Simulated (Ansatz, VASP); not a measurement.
**GaN: VASP beside Ansatz**

```
Ga N
1.0
     0.00000    2.14083    2.14083
     2.14083    0.00000    2.14083
     2.14083    2.14083    0.00000
Ga N
1 1
Direct
  0.00000 0.00000 0.00000
  0.75000 0.75000 0.75000
```

Change from the starting cell: strain -0.050 along x and y, -0.050 along z, atoms carried along.

Alike in both runs: task single point; functional r2SCAN; k mesh 10 × 10 × 10; occupations gaussian, width 0.05 eV; no spin polarisation.

|  | VASP | Ansatz |
| --- | --- | --- |
| version | VASP 6.6.1 | Ansatz 0.2.0 |
| potentials or method | VASP PAW PBE potentials, release 64 (Ga_d, N), cutoff 520 eV | scalar-relativistic, plane waves, PAW |
| valence electrons in the cell | 18 | 18 |

```csv
,VASP,Ansatz,Ansatz less VASP
gap on the k mesh at the Fermi level (eV),3.14,3.16,+0.018
least direct gap on the mesh (eV),3.14,3.16,+0.018
pressure (GPa),41.5,39.8,-1.68
```

VASP's potentials were made for PBE, not for r2SCAN. Both programs put the cell under a high pressure, so it lies far from rest at this level.
